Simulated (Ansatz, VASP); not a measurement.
# One calculation of Pb, two programs

```
Pb
1.0
     3.48000    0.00000    0.00000
    -1.74000    3.01377    0.00000
     0.00000    0.00000    5.59000
Pb
2
Direct
  0.33333 0.66667 0.25000
  0.66667 0.33333 0.75000
```

Alike in both runs: task single point; functional PBE; k mesh 20 × 20 × 11; occupations fermi-dirac, width 0.08 eV; no spin polarisation.

```csv
,VASP,Ansatz
version,VASP 6.6.1,Ansatz 0.2.0
potentials or method,"VASP PAW PBE potentials, release 64 (Pb_d), cutoff 520 eV","all-electron LAPW, scalar-relativistic"
```

VASP gave:

| Quantity | Value |
| --- | --- |
| pressure (GPa) | 3.9 |
| traceless stress, the component that is largest in VASP (GPa) | 0.74 |

Q: What did Ansatz give for the same quantities?

A: Pressure (GPa): 4.0; traceless stress, the component that is largest in VASP (GPa): 0.73.

Ansatz ran all-electron here, and VASP with PAW potentials.

Spin-orbit coupling is off throughout.
